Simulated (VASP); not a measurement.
# I (I4_1/amd) in VASP: further runs

The runs below take I through single point, with PBE.

All numbers are computed with VASP 6.6.1; they aren't measurements. Logs are shortened: lines on timing, memory, paths and dates and some standing lists are left out, and cuts for length are marked.

**1. The cell of the first run**

The structure is tetragonal, space group I4_1/amd (No. 141). Conventional cell: a = 6.348 Å, b = 6.348 Å, c = 4.108 Å, α = 90.00°, β = 90.00°, γ = 90.00°. I (site symmetry -4m2) has 10 I at 3.34 to 4.42 Å within 4.5 Å.

**2. Single point, PBE (41.39 Å³/atom)**

Input file INCAR:

```
SYSTEM = I
  PREC = Accurate
  ENCUT = 520
  EDIFF = 1E-7
  ISMEAR = -1
  SIGMA = 0.1
  LREAL = .FALSE.
  LASPH = .TRUE.
  NELM = 60
  ALGO = Normal
  ISIF = 2
  LWAVE = .FALSE.
  LCHARG = .TRUE.
  GGA = PE
  LELF = .TRUE.
  LVHAR = .TRUE.
  NBANDS = 14
```

Input file KPOINTS:

```
Automatic mesh
0
G
  12 12 12
  0 0 0
```

Input file POSCAR:

```
I
1.0
   -3.1741466273      3.1741466273      2.0541995638
    3.1741466273     -3.1741466273      2.0541995638
    3.1741466273      3.1741466273     -2.0541995638
I
2
Direct
   -0.3750000000     -0.1250000000     -0.2500000000
    0.3750000000      0.1250000000      0.2500000000
```

Potentials or basis: VASP PAW PBE potentials, release 64 (I).

The run is started by

```console
$ cat potpaw_PBE.64/I/POTCAR > POTCAR
$ mpirun -np 1 vasp_std > vasp.out
```

OUTCAR:

```text
SYSTEM = I
   PREC = Accurate
   ENCUT = 520
   EDIFF = 1E-7
   ISMEAR = -1
   LREAL = .FALSE.
   LASPH = .TRUE.
   NELM = 60
   ISIF = 2
   GGA = PE

 ion  position               nearest neighbor table
   1  0.625  0.875  0.750-   2 3.34   2 3.34   2 3.34   2 3.34
   2  0.375  0.125  0.250-   1 3.34   1 3.34   1 3.34   1 3.34

  LATTYP: Found a body centered tetragonal cell.
 ALAT       =     6.3482932546
 C/A-ratio  =     0.6471659331

  Lattice vectors:

 A1 = (  -3.1741466273,   3.1741466273,   2.0541995638)
 A2 = (   3.1741466273,  -3.1741466273,   2.0541995638)
 A3 = (   3.1741466273,   3.1741466273,  -2.0541995638)

Analysis of symmetry for initial positions (statically):
=====================================================================
 Subroutine PRICEL returns:
 Original cell was already a primitive cell.

 Routine SETGRP: Setting up the symmetry group for a
 body centered tetragonal supercell.

 Subroutine GETGRP returns: Found 16 space group operations
 (whereof  4 operations were pure point group operations)
 out of a pool of 16 trial point group operations.

The static configuration has the point symmetry C_2h.
 The point group associated with its full space group is D_4h.

Analysis of symmetry for dynamics (positions and initial velocities):
=====================================================================
 Subroutine PRICEL returns:
 Original cell was already a primitive cell.

 Routine SETGRP: Setting up the symmetry group for a
 body centered tetragonal supercell.

 Subroutine GETGRP returns: Found 16 space group operations
 (whereof  4 operations were pure point group operations)
 out of a pool of 16 trial point group operations.

The dynamic configuration has the point symmetry C_2h.
 The point group associated with its full space group is D_4h.

 Subroutine INISYM returns: Found 16 space group operations
 (whereof  4 operations are pure point group operations),
 and found     1 'primitive' translations

----------------------------------------------------------------------------------------

                                     Primitive cell

  volume of cell :      82.7859

  direct lattice vectors                    reciprocal lattice vectors
    -3.174146627  3.174146627  2.054199564     0.000000000  0.157522654  0.243403810
     3.174146627 -3.174146627  2.054199564     0.157522654  0.000000000  0.243403810
     3.174146627  3.174146627 -2.054199564     0.157522654  0.157522654  0.000000000

  length of vectors
     4.936613158  4.936613158  4.936613158     0.289928959  0.289928959  0.222770673

  position of ions in fractional coordinates (direct lattice)
     0.625000000  0.875000000  0.750000000
     0.375000000  0.125000000  0.250000000

  ion indices of the primitive-cell ions
   primitive index   ion index
                 1           1
                 2           2

----------------------------------------------------------------------------------------

 KPOINTS: Automatic mesh

Automatic generation of k-mesh.
 Grid dimensions read from file:
 generate k-points for:   12   12   12

 Generating k-lattice:

  Cartesian coordinates                     Fractional coordinates (reciprocal lattice)
     0.000000000  0.013126888  0.020283651     0.083333333  0.000000000 -0.000000000
     0.013126888  0.000000000  0.020283651     0.000000000  0.083333333 -0.000000000
     0.013126888  0.013126888  0.000000000     0.000000000  0.000000000  0.083333333

  Length of vectors
     0.024160747  0.024160747  0.018564223

  Shift w.r.t. Gamma in fractional coordinates (k-lattice)
     0.000000000  0.000000000  0.000000000

 Subroutine IBZKPT returns following result:
 ===========================================

 Found    163 irreducible k-points:

 Following reciprocal coordinates:
            Coordinates               Weight
  0.000000  0.000000  0.000000      1.000000
  0.083333 -0.000000  0.000000      8.000000
  0.166667 -0.000000  0.000000      8.000000
  0.250000  0.000000  0.000000      8.000000
  0.333333  0.000000 -0.000000      8.000000
  0.416667  0.000000 -0.000000      8.000000
[... 16 lines left out ...]
  0.500000  0.166667  0.000000     16.000000
 -0.416667  0.166667  0.000000     16.000000
 [... further k-points ...]
   k-points           NKPTS =    163   k-points in BZ     NKDIM =    163   number of bands    NBANDS=     14
   number of dos      NEDOS =    301   number of ions     NIONS =      2
   total plane-waves  NPLWV =  64000
   dimension x,y,z NGX =    40 NGY =   40 NGZ =   40
   dimension x,y,z NGXF=    80 NGYF=   80 NGZF=   80
   ions per type =               2
   NGX,Y,Z   is equivalent  to a cutoff of  13.47, 13.47, 13.47 a.u.
   NGXF,Y,Z  is equivalent  to a cutoff of  26.94, 26.94, 26.94 a.u.
 SYSTEM =  I
   PREC   = accura    normal or accurate (medium, high low for compatibility)
   ISTART =      0    job   : 0-new  1-cont  2-samecut
   ICHARG =      2    charge: 1-file 2-atom 10-const
   ISPIN  =      1    spin polarized calculation?
   LNONCOLLINEAR =      F non collinear calculations
   LSORBIT =      F    spin-orbit coupling
   LASPH  =      T    aspherical Exc in radial PAW
   ENCUT  =  520.0 eV  38.22 Ry    6.18 a.u.   9.18  9.18  9.18*2*pi/ulx,y,z
   NELM   =     60;   NELMIN=  2; NELMDL= -5     # of ELM steps
   EDIFF  = 0.1E-06   stopping-criterion for ELM
   LREAL  =      F    real-space projection
   EDIFFG = 0.1E-05   stopping-criterion for IOM
   NSW    =      0    number of steps for IOM
   IBRION =     -1    ionic relax: 0-MD 1-quasi-New 2-CG
   NFREE  =      0    steps in history (QN), initial steepest desc. (CG)
   ISIF   =      2    stress and relaxation
   ISYM   =      2    0-nonsym 1-usesym 2-fastsym
   POTIM  = 0.5000    time-step for ionic-motion
   TEBEG  =    0.0;   TEEND  =   0.0 temperature during run
   PSTRESS=    0.0 pullay stress
   NELECT =      14.0000    total number of electrons
   NUPDOWN=      -1.0000    fix difference up-down
   EMIN   =  10.00;   EMAX   =-10.00  energy-range for DOS
   EFERMI =   0.00;   METHOD = LEGACY
   ISMEAR =    -1;   SIGMA  =   0.10  broadening in eV -4-tet -1-fermi 0-gaus
   EFERMI_NEDOS =   21; number of points for ismear=-14 and -15
   IALGO  =     38    algorithm
   IMIX   =      4    mixing-type and parameters
     AMIX     =   0.40;   BMIX     =  1.00
     AMIX_MAG =   1.60;   BMIX_MAG =  1.00
  volume/ion in A,a.u.               =      41.39       279.33
  Fermi-wavevector in a.u.,A,eV,Ry     =   0.905313  1.710793 11.151215  0.819591
  Thomas-Fermi vector in A             =   2.028865
   LORBIT       =      0    0 simple, 1 ext, 2 COOP (PROOUT), +10 PAW based schemes
   GGA     = PE    functional components
   LHFCALC =     F    Hartree Fock is set to
   AEXX    =    0.0000 exact exchange contribution
   IVDW    =     0    specifies the selected vdW correction
   LEPSILON=     F    determine dielectric tensor
   LRPA    =     F    only Hartree local field effects (RPA)
 non-spin polarized calculation
  energy-cutoff  :      520.00
  volume of cell :       82.79
 maximum number of plane-waves:      2264
 NGX is ok and might be reduce to    40
   NGX = 19   NGY = 19   NGZ = 19

 number of electron      13.9999999 magnetization

 Free energy of the ion-electron system (eV)
  ---------------------------------------------------
  ext. energy  EPLUGINS =         0.00000000
  ---------------------------------------------------
  free energy    TOTEN  =        -2.30973154 eV

  energy without entropy =       -2.20187897  energy(sigma->0) =       -2.25580525

 E-fermi :   3.1851     XC(G=0):  -8.2168

 val. band max:        3.1822248236   @ k =  -0.1667  -0.1667   0.0833
 cond. band min:       3.1857020524   @ k =  -0.1667  -0.3333   0.0833
 fundamental gap:      0.0034772288
 Fermi energy:         3.1851258668

 k-point     1 :       0.0000    0.0000    0.0000
  band No.  band energies     occupation
      1     -10.2278      2.00000
      2      -7.9674      2.00000
      3      -0.2767      2.00000
      4      -0.2767      2.00000
      5       2.3087      1.99969
      6       2.4003      1.99922
      7       3.4437      0.14008
      8       3.4437      0.14008
      9       7.4494      0.00000
     10       8.4875      0.00000
     11      10.3621      0.00000
     12      11.2444      0.00000
     13      11.8338      0.00000
     14      11.8338      0.00000

 k-point     2 :       0.0833   -0.0000    0.0000
  band No.  band energies     occupation
      1     -10.1884      2.00000
      2      -7.9937      2.00000
      3      -0.2897      2.00000
      4      -0.2058      2.00000
      5       2.1471      1.99994
      6       2.2171      1.99987
      7       3.3560      0.30664
      8       3.4320      0.15618
      9       7.5665      0.00000
     10       8.8280      0.00000
     11      10.4852      0.00000
     12      11.0321      0.00000
     13      11.2820      0.00000
     14      11.6068      0.00000

 k-point     3 :       0.1667   -0.0000    0.0000
  band No.  band energies     occupation
      1     -10.0751      2.00000
      2      -8.0686      2.00000
      3      -0.3231      2.00000
      4      -0.0296      2.00000
      5       1.6319      2.00000
      6       1.8895      2.00000
      7       3.1793      1.02919
      8       3.3942      0.21994
      9       7.8990      0.00000
     10       9.5661      0.00000
     11      10.1413      0.00000
     12      10.7368      0.00000
     13      11.3222      0.00000
     14      11.9609      0.00000
[... 324 lines left out ...]
 k-point    23 :       0.5000    0.1667    0.0000
  band No.  band energies     occupation
      1      -9.4661      2.00000
      2      -8.6042      2.00000
      3      -0.6026      2.00000
      4       0.1224      2.00000
      5       0.5523      2.00000
      6       1.9000      1.99999
      7       2.4296      1.99895
      8       3.3530      0.31455
      9       8.9690      0.00000
     10       9.7541      0.00000
     11      10.6484      0.00000
     12      11.6618      0.00000
     13      12.9731      0.00000
     14      13.2999      0.00000

 k-point    24 :      -0.4167    0.1667    0.0000
  band No.  band energies     occupation
      1      -9.6522      2.00000
      2      -8.5125      2.00000
      3      -0.4495      2.00000
      4       0.4118      2.00000
      5       0.7076      2.00000
      6       2.0246      1.99998
      7       2.3636      1.99946
      8       3.3756      0.25917
      9       8.8657      0.00000
     10       9.8497      0.00000
     11      10.7093      0.00000
     12      10.8701      0.00000
     13      12.3078      0.00000
     14      13.3522      0.00000

 [... further k-points ...]

------------------------ aborting loop because EDIFF is reached ----------------------------------------

  FORCE on cell =-STRESS in cart. coord.  units (eV):
  Direction    XX          YY          ZZ          XY          YZ          ZX
  --------------------------------------------------------------------------------------
  -------------------------------------------------------------------------------------
  Total        0.3882098      0.3882098      0.4054738      0.0000000      0.0000000      0.0000000
  in kB        7.5131224      7.5131224      7.8472370      0.0000000      0.0000000      0.0000000
  external PRESSURE =       7.6244939 kB  Pullay stress =       0.0000000 kB

 VOLUME and BASIS-vectors are now :
 -----------------------------------------------------------------------------
  energy-cutoff  :      520.00
  volume of cell :       82.79
      direct lattice vectors                 reciprocal lattice vectors
    -3.174146627  3.174146627  2.054199564     0.000000000  0.157522654  0.243403810
     3.174146627 -3.174146627  2.054199564     0.157522654  0.000000000  0.243403810
     3.174146627  3.174146627 -2.054199564     0.157522654  0.157522654  0.000000000

 POSITION                                       TOTAL-FORCE (eV/Angst)
 -----------------------------------------------------------------------------------
      3.17415      1.58707      1.54065        -0.000000      0.000000      0.000000
      0.00000      1.58707      0.51355         0.000000     -0.000000     -0.000000
 -----------------------------------------------------------------------------------
    total drift:                               -0.000000     -0.000000      0.000000

  FREE ENERGIE OF THE ION-ELECTRON SYSTEM (eV)
  ---------------------------------------------------
  free  energy   TOTEN  =        -2.3097315406 eV

  energy  without entropy=       -2.2018789665  energy(sigma->0) =       -2.25580525
```

It took 5 min on 1 thread of Intel Xeon 8259CL, shared host; peak memory 0.34 GiB.

What came out:

```
Free energy            : -2.3097 eV
Pressure               : 0.8 GPa
Band gap on the k mesh : zero (bands 7 and 8 overlap by 1.85 eV)
```

Caveat: spin-orbit coupling is left out, which moves the levels of the heavy elements.

(Part 1 of 2 ends here.)
